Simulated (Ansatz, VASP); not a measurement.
MoS2 in VASP and in Ansatz

```
CELL_PARAMETERS angstrom
3.05490 0.00000 0.00000
-1.52745 2.64562 0.00000
0.00000 0.00000 12.31350
ATOMIC_POSITIONS crystal
Mo 0.66667 0.33333 0.25014
Mo 0.33333 0.66667 0.74986
S 0.33333 0.66667 0.37960
S 0.66667 0.33333 0.87931
S 0.33333 0.66667 0.12069
S 0.66667 0.33333 0.62040
```

Alike in both runs: task single point; functional PBE; dispersion D3(BJ); k mesh 12 × 12 × 4; occupations gaussian, width 0.05 eV; no spin polarisation.

|  | VASP | Ansatz |
| --- | --- | --- |
| version | VASP 6.6.1 | Ansatz 0.2.0 |
| potentials or method | VASP PAW PBE potentials, release 64 (Mo_sv, S), cutoff 520 eV | scalar-relativistic, plane waves, PAW |
| valence electrons in the cell | 52 | 52 |

|  | VASP | Ansatz | Ansatz less VASP |
| --- | --- | --- | --- |
| gap on the k mesh at the Fermi level (eV) | 0.96 | 0.94 | -0.014 |
| least direct gap on the mesh (eV) | 2.07 | 2.07 | -0.005 |
| pressure (GPa) | 6.6 | 6.8 | +0.18 |
| traceless stress, the component that is largest in VASP (GPa) | -6.07 | -6.00 | +0.074 |
| rms of the force components (eV/Å) | 0.055 | 0.062 | +0.0075 |

Atom by atom the forces differ by 0.007 eV/Å (rms over components).
